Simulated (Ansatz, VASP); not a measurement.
# Two plane-wave programs on Mg

```
Mg
1.0
    -1.79186    1.79186    1.79186
     1.79186   -1.79186    1.79186
     1.79186    1.79186   -1.79186
Mg
1
Direct
  0.00000 0.00000 0.00000
```

Alike in both runs: task electric field gradients; functional PBEsol; k mesh 13 × 13 × 13; occupations fermi-dirac, width 0.05 eV; no spin polarisation.

```csv
,VASP,Ansatz
version,VASP 6.6.1,Ansatz 0.2.0
potentials or method,"VASP PAW PBE potentials, release 64 (Mg)","PAW with Ansatz's default frozen-core files, scalar-relativistic"
plane-wave cutoff (eV),520,420
valence electrons in the cell,2,10
```

```csv
,VASP,Ansatz,Ansatz less VASP
pressure (GPa),-0.7,-0.7,+0.06
```

VASP's potentials were made for PBE, not for PBEsol. The functional is the same, so the differences come from potentials, cutoffs and numerics. VASP's potentials hold 2 valence electrons a cell and Ansatz's 10, so a difference there can come from the potentials and not from the codes.
